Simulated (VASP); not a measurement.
Runs of VASP 6.6.1 on SrTiO3 (Tausonite). The structure is that of space group Pm-3m (No. 221), or close to it. The cells are those of the table. 

```tsv
task	level	U	cell	k mesh	cutoff (eV)	smearing	gap on the mesh (eV)	pressure (GPa)
single point	r2SCAN	-	a = 3.947 Å, 5 atoms	8 × 8 × 8	520	gaussian 0.02 eV	2.20	-4.6
relaxation of cell and atoms	PBE+U	Ti d U = 4.0 eV	relaxed from a = 3.905 Å, 5 atoms	8 × 8 × 8	600	gaussian 0.02 eV	2.27	0.0
single point	PBE+U	Ti d U = 4.0 eV	a = 3.947 Å, 5 atoms	8 × 8 × 8	520	gaussian 0.02 eV	2.31	(b)
single point	PBE+U	Ti d U = 4.0 eV	a = 3.905 Å, 5 atoms	6 × 6 × 6	520	gaussian 0.1 eV	(a)	8.8
```

Alike in all rows: potentials or basis VASP PAW PBE potentials, release 64 (Sr_sv, Ti_sv, O); no spin polarisation.

Q: Estimate the missing entries.

A: (a) 2.38; (b) 2.7.

Caveats: the PAW data sets were made with another functional, which shifts forces and pressure a little (some runs).

A k mesh can miss the band edges, and the runs leave out spin-orbit coupling on Sr.
